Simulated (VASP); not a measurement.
**HfB: single point with PBE**

Crystal: HfB.

```xyz
2
Lattice="0.0000 2.3100 2.2407 2.3100 0.0000 2.2407 2.3100 2.3100 0.0000" Properties=species:S:1:pos:R:3 pbc="T T T"
Hf    2.3100    2.3100    2.2407
B     0.0000    0.0000    0.0000
```

This cell differs from its parent crystal: strain +0.000 along x and y, -0.030 along z.

```
Program                : VASP 6.6.1
Task                   : single point
Functional             : PBE
Potentials or basis    : VASP PAW PBE potentials, release 64 (Hf_pv, B)
Cutoff                 : 520 eV
k mesh                 : 18 × 18 × 18
Occupations            : gaussian, width 0.15 eV
Spin                   : no spin polarisation
Dipole correction      : no
Further INCAR settings : ALGO = Normal; EDIFF = 1e-07; NBANDS = 14
```

```json
{"Pressure": "40.1 GPa", "Band gap on the k mesh": "zero (an odd number of electrons rules out a gap without spin polarisation)"}
```

Stress tensor (GPa, compression positive):
```
34.19  0.00  0.00
 0.00 34.19  0.00
 0.00  0.00 51.99
```

Levels at points of the mesh, in eV from the Fermi level:
| k point | band 3 | band 4 | band 5 | band 6 | band 7 | band 8 | band 9 | band 10 | band 11 | band 12 |
| --- | --- | --- | --- | --- | --- | --- | --- | --- | --- | --- |
| (0.00, 0.00, 0.00) | -28.14 | -9.68 | 2.10 | 2.10 | 2.48 | 3.96 | 3.96 | 4.13 | 4.22 | 4.50 |
| (0.50, 0.00, 0.00) | -28.22 | -5.12 | -3.94 | -1.50 | -1.39 | 6.60 | 6.89 | 7.88 | 8.61 | 14.13 |
| (0.50, 0.50, 0.00) | -28.46 | -6.79 | -1.23 | -0.53 | 2.31 | 2.31 | 6.49 | 8.16 | 8.16 | 9.95 |
| (0.50, 0.00, 0.50) | -28.39 | -6.86 | -1.17 | -0.94 | 2.47 | 2.67 | 6.39 | 7.99 | 8.36 | 9.82 |

Run time: 120 s on 1 thread of Intel Xeon 8259CL (shared host), peak memory 0.28 GiB.

Caveat: the cell differs from its parent crystal (strain +0.000 along x and y, -0.030 along z); the cell stands under pressure; spin-orbit coupling is left out, which moves the levels of the heavy elements.
